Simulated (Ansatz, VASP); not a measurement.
**Two plane-wave programs on Sr**

The input INCAR:

```
  PREC = Accurate
  ENCUT = 520
  EDIFF = 1E-6
  ISMEAR = 0
  SIGMA = 0.03
  LREAL = False
  LASPH = True
  NELM = 80
  ALGO = Normal
  ISIF = 2
  LWAVE = False
  LCHARG = True
  GGA = PS
  LELF = True
  LVHAR = True
  NBANDS = 11
```

Contents of KPOINTS:

```
Automatic mesh
0
Gamma
  10 10 10
```

Contents of POSCAR:

```
Sr
1.0
    0.0114088125      3.0423500000      3.0423500000
    3.0537588125      0.0000000000      3.0537588125
    3.0423500000      3.0423500000      0.0114088125
Sr
1
Direct
    0.0000000000      0.0000000000      0.0000000000
```

Input for Ansatz:

```yaml
crystal:
  lattice:
    - [0.0114088125, 3.04235, 3.04235]
    - [3.0537588125, 0.0, 3.0537588125]
    - [3.04235, 3.04235, 0.0114088125]
  atoms:
    - { symbol: Sr, position: [0.0, 0.0, 0.0] }
basis:
  ecutwfc: 420
kpoints:
  mp_grid: { grid: [10, 10, 10] }
hamiltonian:
  xc: pbesol
scf:
  occupations: { method: gaussian, width: 0.03 }
output:
  forces: true
  stress: true
  eigenvalues: true
```

Change from the starting cell: strain +0.0075 x Voigt [0, 0, 0, 0, 1, 0], atoms carried along.

Alike in both runs: task single point; functional PBEsol; k mesh 10 × 10 × 10; occupations gaussian, width 0.03 eV; no spin polarisation.

```csv
,VASP,Ansatz
version,VASP 6.6.1,Ansatz 0.2.0
potentials or method,"VASP PAW PBE potentials, release 64 (Sr_sv), cutoff 520 eV","scalar-relativistic, plane waves, PAW"
valence electrons in the cell,10,10
```

```csv
,VASP,Ansatz,Ansatz less VASP
gap on the k mesh at the Fermi level (eV),none,none,-
pressure (GPa),-0.9,-0.9,-0.01
```

VASP's potentials were made for PBE, not for PBEsol. A gap of «none» marks a metal or a gap that the smearing closes.
